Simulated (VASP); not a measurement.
A run of VASP 6.6.1 is set up as follows.

File POSCAR:

```
Rh
1.0
    0.0000000000      1.9008071574      1.9008071574
    1.9008071574      0.0000000000      1.9008071574
    1.9008071574      1.9008071574      0.0000000000
Rh
1
Direct
    0.0000000000      0.0000000000      0.0000000000
```

Contents of INCAR.step1:

```
SYSTEM = Rh
ALGO = Normal
EDIFF = 1E-5
ENCUT = 680
GGA = PE
GGA_COMPAT = .False.
ISMEAR = 1
LASPH = .True.
LCHARG = .False.
LREAL = .False.
LWAVE = .True.
NBANDS = 14
NELM = 120
PREC = Accurate
SIGMA = 1.0
```

File INCAR.step2:

```
SYSTEM = Rh
ALGO = Normal
EDIFF = 1E-6
ENCUT = 680
GGA_COMPAT = .False.
ISIF = 2
ISMEAR = 1
ISTART = 1
LASPH = .True.
LCHARG = .False.
LMIXTAU = .True.
LREAL = .False.
LWAVE = .False.
METAGGA = R2SCAN
NBANDS = 14
NELM = 120
PREC = Accurate
SIGMA = 1.0
```

The input KPOINTS:

```
k-points
0
Gamma
  14 14 14
  0 0 0
```

Potentials or basis: VASP PAW PBE potentials, release 64 (Rh_sv_GW).

The run is started by

```bash
$ cat potpaw_PBE.64/Rh_sv_GW/POTCAR > POTCAR
$ cp INCAR.step1 INCAR
$ mpirun -np 1 vasp_std > vasp.out
$ cp INCAR.step2 INCAR
$ mpirun -np 1 vasp_std > vasp.out
```

Estimate the pressure.

0.6 GPa.

Estimate the band gap on the k mesh.

zero (an odd number of electrons rules out a gap without spin polarisation).

Caveat: so wide a smearing shifts energies and pressures; the PAW data sets were made with another functional, which shifts forces and pressure a little.
